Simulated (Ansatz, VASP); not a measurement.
One calculation of Co, two programs

INCAR

```
PREC = Accurate
ENCUT = 600
EDIFF = 1E-7
ISMEAR = -1
SIGMA = 0.05
LREAL = False
LASPH = True
NELM = 150
ALGO = Normal
ISIF = 3
LWAVE = False
LCHARG = False
ISPIN = 2
MAGMOM = 2 2
LORBIT = 11
LMAXMIX = 4
GGA = PS
IBRION = 2
NSW = 60
EDIFFG = -0.01
```

File KPOINTS:

```
regular mesh
0
Gamma
  12 12 7
```

Contents of POSCAR:

```
Co
1.0
    2.4873648738      0.0000000000      0.0000000000
   -1.2436824369      2.1541211692      0.0000000000
    0.0000000000      0.0000000000      4.0632895034
Co
2
Direct
    0.3333333333      0.6666666667      0.7401390000
    0.6666666667      0.3333333333      0.2598610000
```

input.yaml

```yaml
crystal:
  lattice:
    - [2.4873648738, 0.0, 0.0]
    - [-1.2436824369, 2.1541211692, 0.0]
    - [0.0, 0.0, 4.0632895034]
  atoms:
    - { symbol: Co, position: [0.3333333333, 0.6666666667, 0.740139], spin: 2.0 }
    - { symbol: Co, position: [0.6666666667, 0.3333333333, 0.259861], spin: 2.0 }
hamiltonian:
  xc: pbesol
  pseudopotentials: { kind: paw }
magnetization:
  spin_polarized: true
kpoints:
  mp_grid: { grid: [12, 12, 7] }
scf:
  occupations: { method: fermi_dirac, width: 0.05 }
output:
  forces: true
  stress: true
  eigenvalues: true
  write_density: true
  write_potential: true
  elf: true
  volumetric_format: npy
relax:
  f_tol: 0.01
  max_steps: 40
  cell: { stress_tol: 0.05 }
```

Alike in both runs: task relaxation of cell and atoms; functional PBEsol; k mesh 12 × 12 × 7; occupations fermi-dirac, width 0.05 eV; collinear spin.

|  | VASP | Ansatz |
| --- | --- | --- |
| version | VASP 6.6.1 | Ansatz 0.2.0 |
| potentials or method | VASP PAW PBE potentials, release 64 (Co) | Ansatz PAW |
| plane-wave cutoff (eV) | 600 | 420 |
| valence electrons in the cell | 18 | 34 |

```csv
,VASP,Ansatz,Ansatz less VASP
"gap on the k mesh at the Fermi level, each at its own relaxed structure (eV)",none,none,-
net moment per atom (μB),1.55,1.57,+0.014
size of the moment on the site where the two differ most (μB),1.56,1.63,+0.071
relaxed volume (Å³/atom),10.32,10.37,+0.048
relaxed length of the cell vector where the two differ most in proportion (Å),3.958,3.965,+0.0070
```

VASP's potentials were made for PBE, not for PBEsol. Site moments also hang on the region over which each program counts them. A gap of «none» marks a metal or a gap that the smearing closes. VASP's potentials hold 18 valence electrons a cell and Ansatz's 34, so a difference there can come from the potentials and not from the codes.

Noted on Ansatz's run: the plane-wave basis is chosen anew once the cell has moved, so the energies of steps on either side of that aren't comparable.
